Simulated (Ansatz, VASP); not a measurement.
**SnO in VASP and in Ansatz**

```
CELL_PARAMETERS angstrom
2.73477 -2.73482 -0.00003
2.73462 2.73468 0.00001
-0.00004 0.00007 10.17038
ATOMIC_POSITIONS crystal
Sn 0.74072 0.24425 0.86493
Sn 0.24075 0.74426 0.13684
Sn 0.74074 0.24427 0.36492
Sn 0.24078 0.74429 0.63684
O 0.24074 0.24425 0.25089
O 0.74077 0.74426 0.75088
O 0.24075 0.24428 0.75089
O 0.74073 0.74428 0.25088
```

Alike in both runs: functional PBE; k mesh 6 × 6 × 2; occupations gaussian, width 0.02 eV; no spin polarisation.

Ansatz relaxed the structure, and its values are those at the end. VASP's run is a single point on that final structure, the one shown.

```csv
,VASP,Ansatz
version,VASP 6.6.1,Ansatz 0.2.0
potentials or method,"VASP PAW PBE potentials, release 64 (Sn_d, O), cutoff 520 eV","scalar-relativistic, plane waves, PAW"
valence electrons in the cell,80,80
```

|  | VASP | Ansatz | Ansatz less VASP |
| --- | --- | --- | --- |
| gap on the k mesh at the Fermi level (eV) | 0.53 | 0.52 | -0.009 |
| least direct gap on the mesh (eV) | 1.73 | 1.77 | +0.046 |
| pressure (GPa) | 0.2 | 0.0 | -0.18 |
| rms of the force components (eV/Å) | 0.031 | 0.001 | -0.0298 |
